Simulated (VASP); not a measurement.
# SiO2 (P6_322) in VASP: settings compared, part 2 of 2

VASP 6.6.1. Earlier steps stand in the parts before.

### Step 3. Relaxation of cell and atoms, RPBE

This run uses another cell than the first one, of 15.87 Å³/atom.

INCAR

```
  PREC = Accurate
  ENCUT = 600
  EDIFF = 1E-7
  ISMEAR = -1
  SIGMA = 0.05
  LREAL = False
  LASPH = True
  NELM = 120
  ALGO = Normal
  ISIF = 3
  LWAVE = False
  LCHARG = False
  GGA = RP
  IBRION = 2
  NSW = 60
  EDIFFG = -0.01
  GGA_COMPAT = False
  NELMIN = 4
```

KPOINTS

```
Automatic mesh
0
Gamma
  6 6 3
```

POSCAR

```
SiO2
1.0
    5.0690738885      0.0000000000      0.0000000000
   -2.5345369442      4.3899467611      0.0000000000
    0.0000000000      0.0000000000      8.5584885400
Si O
4 8
Direct
    0.3333333333      0.6666666667      0.4371258000
    0.3333333333      0.6666666667      0.0628742000
    0.6666666667      0.3333333333      0.5628742000
    0.6666666667      0.3333333333      0.9371258000
    0.4212587450      0.0000000000      0.0000000000
    0.3333333333      0.6666666667      0.2500000000
    0.6666666667      0.3333333333      0.7500000000
    0.0000000000      0.5787412550      0.5000000000
    0.5787412550      0.5787412550      0.0000000000
    0.5787412550      0.0000000000      0.5000000000
    0.4212587450      0.4212587450      0.5000000000
    0.0000000000      0.4212587450      0.0000000000
```

Potentials or basis: VASP PAW PBE potentials, release 64 (Si, O).

Launch:

```console
$ cat potpaw_PBE.64/Si/POTCAR potpaw_PBE.64/O/POTCAR > POTCAR
$ mpirun -np 1 vasp_std > vasp.out
```

OUTCAR:

```text
PREC = Accurate
   ENCUT = 600
   EDIFF = 1E-7
   ISMEAR = -1
   LREAL = False
   LASPH = True
   NELM = 120
   ISIF = 3
   GGA = RP
   IBRION = 2
   NSW = 60
   EDIFFG = -0.01
   NELMIN = 4

 ion  position               nearest neighbor table
   1  0.333  0.667  0.437-   6 1.60   8 1.61  10 1.61  11 1.61   3 3.12   3 3.12   3 3.12
   2  0.333  0.667  0.063-   6 1.60   5 1.61  12 1.61   9 1.61   4 3.12   4 3.12   4 3.12
   3  0.667  0.333  0.563-   7 1.60  10 1.61   8 1.61  11 1.61   1 3.12   1 3.12   1 3.12
   4  0.667  0.333  0.937-   7 1.60  12 1.61   5 1.61   9 1.61   2 3.12   2 3.12   2 3.12
   5  0.421  0.000  0.000-   2 1.61   4 1.61
   6  0.333  0.667  0.250-   1 1.60   2 1.60
   7  0.667  0.333  0.750-   3 1.60   4 1.60
   8  0.000  0.579  0.500-   1 1.61   3 1.61
   9  0.579  0.579  0.000-   4 1.61   2 1.61
  10  0.579  0.000  0.500-   3 1.61   1 1.61
  11  0.421  0.421  0.500-   1 1.61   3 1.61
  12  0.000  0.421  0.000-   4 1.61   2 1.61

  LATTYP: Found a hexagonal cell.
 ALAT       =     5.0690738885
[... 201 lines left out ...]
  Total        7.1706081      7.1706081      7.0743752      0.0000000      0.0000000      0.0000000
  in kB       60.3228178     60.3228178     59.5132577      0.0000000      0.0000000      0.0000000
  external PRESSURE =      60.0529644 kB  Pullay stress =       0.0000000 kB
[... 217 lines left out ...]
--------------------------------------- Ionic step        6  -------------------------------------------

 number of electron      63.9999982 magnetization

 Free energy of the ion-electron system (eV)
  ---------------------------------------------------
  ext. energy  EPLUGINS =         0.00000000
  ---------------------------------------------------
  free energy    TOTEN  =       -91.31279554 eV

  energy without entropy =      -91.31279554  energy(sigma->0) =      -91.31279554

 E-fermi :   0.5340     XC(G=0):  -7.4748

 val. band max:       -0.6414275068   @ k =   0.5000  -0.0000   0.0000
 cond. band min:       4.8997312087   @ k =   0.0000   0.0000   0.0000
 fundamental gap:      5.5411587156
 Fermi energy:         0.5339529236

 k-point     1 :       0.0000    0.0000    0.0000
  band No.  band energies     occupation
      1     -19.9385      2.00000
      2     -19.5539      2.00000
      3     -18.6184      2.00000
      4     -18.0121      2.00000
      5     -18.0015      2.00000
      6     -18.0015      2.00000
[... 616 lines left out ...]
  FREE ENERGIE OF THE ION-ELECTRON SYSTEM (eV)
  ---------------------------------------------------
  free  energy   TOTEN  =       -91.3127955395 eV

  energy  without entropy=      -91.3127955395  energy(sigma->0) =      -91.31279554

 reached required accuracy - stopping structural energy minimisation
```

OSZICAR:

```text
N       E                     dE             d eps       ncg     rms          rms(c)
DAV:   1     0.516285356144E+03    0.51629E+03   -0.35388E+04  1092   0.165E+03
DAV:   2    -0.592005629587E+02   -0.57549E+03   -0.56007E+03  1433   0.360E+02
DAV:   3    -0.103649788317E+03   -0.44449E+02   -0.44278E+02  1274   0.111E+02
DAV:   4    -0.104395047628E+03   -0.74526E+00   -0.74383E+00  1304   0.155E+01
[... 59 lines left out ...]
DAV:   2    -0.913128026466E+02   -0.14483E-04   -0.21944E-04  1281   0.844E-02    0.246E-02
DAV:   3    -0.913127962322E+02    0.64143E-05   -0.18987E-05  1274   0.361E-02    0.113E-02
DAV:   4    -0.913127957155E+02    0.51675E-06   -0.67158E-06  1281   0.161E-02    0.448E-03
DAV:   5    -0.913127955393E+02    0.17623E-06   -0.11460E-06  1483   0.900E-03    0.134E-03
DAV:   6    -0.913127955395E+02   -0.24920E-09   -0.26760E-07   991   0.293E-03
   6 F= -.91312796E+02 E0= -.91312796E+02  d E =-.362086E-04
```

CONTCAR:

```text
SiO2
   1.00000000000000
     5.1303640975392826    0.0000000000006982    0.0000000000000000
    -2.5651820487184320    4.4430256391308776   -0.0000000000000000
    -0.0000000000000000    0.0000000000000000    8.6615571536368083
  Si              O
     4     8
Direct
     0.3333333332999970    0.6666666667000030    0.4372193769831190
     0.3333333332999970    0.6666666667000030    0.0627806230168810
     0.6666666667000030    0.3333333332999970    0.5627806230168810
     0.6666666667000030    0.3333333332999970    0.9372193769831190
     0.4198525076918355    0.9999999999999993    0.0000000000000000
     0.3333333332999970    0.6666666667000030    0.2500000000000000
     0.6666666667000030    0.3333333332999970    0.7500000000000000
     0.0000000000000002    0.5801474923081638    0.5000000000000000
     0.5801474923081650    0.5801474923081646    0.0000000000000000
     0.5801474923081648    0.0000000000000007    0.5000000000000000
     0.4198525076918351    0.4198525076918355    0.5000000000000000
     0.9999999999999997    0.4198525076918361    0.0000000000000000

  0.00000000E+00  0.00000000E+00  0.00000000E+00
  0.00000000E+00  0.00000000E+00  0.00000000E+00
  0.00000000E+00  0.00000000E+00  0.00000000E+00
  0.00000000E+00  0.00000000E+00  0.00000000E+00
  0.00000000E+00  0.00000000E+00  0.00000000E+00
  0.00000000E+00  0.00000000E+00  0.00000000E+00
  0.00000000E+00  0.00000000E+00  0.00000000E+00
  0.00000000E+00  0.00000000E+00  0.00000000E+00
  0.00000000E+00  0.00000000E+00  0.00000000E+00
  0.00000000E+00  0.00000000E+00  0.00000000E+00
  0.00000000E+00  0.00000000E+00  0.00000000E+00
  0.00000000E+00  0.00000000E+00  0.00000000E+00
```

Run time: 4.8 min. Hardware: 1 thread of Intel Xeon 6975P-C (Granite Rapids), shared host; peak memory 0.37 GiB.

Results:

- Free energy: -91.3128 eV
- Relaxed volume: 16.45 Å³/atom
- Relaxed cell: a = 5.130 Å, b = 5.130 Å, c = 8.662 Å, α = 90.00°, β = 90.00°, γ = 120.00°
- Space group after relaxing (to 0.1 Å): P6_322 (No. 182)
- Energy gained by relaxing: 11.3 meV/atom
- Ionic steps: 6
- Pressure after relaxing: 0.1 GPa
- Largest force after relaxing: 0.005 eV/Å
- Band gap on the k mesh: 5.54 eV (least direct gap 5.55 eV)

Forces on the atoms (eV/Å):
```
Si   0.000  0.000 -0.002
Si   0.000  0.000  0.002
Si   0.000  0.000  0.002
Si   0.000  0.000 -0.002
O    0.005  0.000  0.000
O    0.000  0.000  0.000
O    0.000  0.000  0.000
O    0.003 -0.004  0.000
O   -0.003 -0.004  0.000
O   -0.005  0.000  0.000
O    0.003  0.004  0.000
O   -0.003  0.004  0.000
```

Step by step:
```
step  energy change (eV)  largest force (eV/Å)  pressure (GPa)  volume (Å³)
   1              0.0000                0.3466            6.01       190.45
   2              0.0918                0.4375           -6.67       207.32
   3             -0.1351                0.0292           -0.05       197.57
   4             -0.1352                0.0291            0.06       197.42
   5             -0.1351                0.0523            0.05       197.45
   6             -0.1352                0.0050            0.06       197.43
```

Final structure:
```cif
data_structure
_symmetry_space_group_name_H-M 'P 1'
_symmetry_Int_Tables_number 1
_cell_length_a 5.1304
_cell_length_b 5.1304
_cell_length_c 8.6616
_cell_angle_alpha 90.000
_cell_angle_beta 90.000
_cell_angle_gamma 120.000
_cell_volume 197.43
loop_
_atom_site_label
_atom_site_type_symbol
_atom_site_fract_x
_atom_site_fract_y
_atom_site_fract_z
_atom_site_occupancy
Si1 Si 0.33333 0.66667 0.43722 1
Si2 Si 0.33333 0.66667 0.06278 1
Si3 Si 0.66667 0.33333 0.56278 1
Si4 Si 0.66667 0.33333 0.93722 1
O1 O 0.41985 0.00000 0.00000 1
O2 O 0.33333 0.66667 0.25000 1
O3 O 0.66667 0.33333 0.75000 1
O4 O 0.00000 0.58015 0.50000 1
O5 O 0.58015 0.58015 0.00000 1
O6 O 0.58015 0.00000 0.50000 1
O7 O 0.41985 0.41985 0.50000 1
O8 O 0.00000 0.41985 0.00000 1
```

Levels at points of the mesh, in eV from the valence-band top:
```
           k point  band 29  band 30  band 31  band 32  band 33  band 34  band 35  band 36
(0.00, 0.00, 0.00)    -0.69    -0.64    -0.01    -0.01     5.54     7.62     8.34     8.76
(0.50, 0.00, 0.00)    -0.87    -0.70    -0.58     0.00     7.67     8.27     8.88     9.05
```

Caveat: the PAW data sets were made with another functional, which shifts forces and pressure a little. A k mesh can miss the band edges.

### Step 4. Single point, PBE

This run uses another cell than the first one, of 15.87 Å³/atom.

INCAR

```
PREC = Accurate ; ENCUT = 600
EDIFF = 1E-6 ; ISMEAR = -1
SIGMA = 0.05 ; LREAL = F
LASPH = T ; NELM = 120
ALGO = Normal ; ISIF = 2
LWAVE = F ; LCHARG = T
GGA = PE ; LELF = T
LVHAR = T ; NBANDS = 44
GGA_COMPAT = F
```

KPOINTS

```
Automatic mesh
0
Gamma
  11 11 6
```

POSCAR is that of step 3.

Launch:

```console
$ cat potpaw_PBE.64/Si/POTCAR potpaw_PBE.64/O/POTCAR > POTCAR
$ mpirun -np 1 vasp_std > vasp.out
```

Wall time 18 min (1 thread of Oxide Virtual Turin-like, shared host); peak memory 0.59 GiB.

The run converged. Its results:

| Quantity | Value |
| --- | --- |
| Free energy | -94.8967 eV |
| Pressure | 3.9 GPa |
| Largest force | 0.245 eV/Å |
| Band gap on the k mesh | 5.57 eV (least direct gap 5.63 eV) |

Forces on the atoms (eV/Å):
```
Si   0.000  0.000  0.013
Si   0.000  0.000 -0.013
Si   0.000  0.000 -0.013
Si   0.000  0.000  0.013
O   -0.245  0.000  0.000
O    0.000  0.000  0.000
O    0.000  0.000  0.000
O   -0.122  0.212  0.000
O    0.122  0.212  0.000
O    0.245  0.000  0.000
O   -0.122 -0.212  0.000
O    0.122 -0.212  0.000
```

Levels at points of the mesh, in eV from the valence-band top:
```csv
k point,band 30,band 31,band 32,band 33,band 34,band 35
"(0.00, 0.00, 0.00)",-0.66,-0.06,-0.06,5.57,7.82,8.28
"(0.00, 0.00, 0.50)",-0.64,-0.22,-0.22,6.36,6.36,9.23
```

Caveat: the cell stands under pressure.

### Step 5. Summary

```csv
task,level,cell,k mesh,cutoff (eV),gap on the mesh (eV),pressure (GPa),largest force (eV/Å)
single point,r2SCAN+D3(BJ),"a = 4.990, b = 4.990, c = 8.560 Å, angles 90.0, 90.0, 120.0°, 12 atoms, atomic positions A",6 × 6 × 3,660,6.24,-0.1,0.02
relaxation of cell and atoms,RPBE,"relaxed from a = 5.069, b = 5.069, c = 8.558 Å, angles 90.0, 90.0, 120.0°, 12 atoms, atomic positions B",6 × 6 × 3,600,5.54,0.1,0.01
single point,PBE,"a = 5.069, b = 5.069, c = 8.558 Å, angles 90.0, 90.0, 120.0°, 12 atoms, atomic positions B",11 × 11 × 6,600,5.57,3.9,0.24
```

Alike in all rows: potentials or basis VASP PAW PBE potentials, release 64 (Si, O); no spin polarisation; smearing fermi-dirac 0.05 eV.

Caveats: the PAW data sets were made with another functional, which shifts forces and pressure a little (at least some runs); the cell stands under pressure (at least some runs).

Total energies depend on the potentials used, so only differences within one code and one set of settings carry meaning.
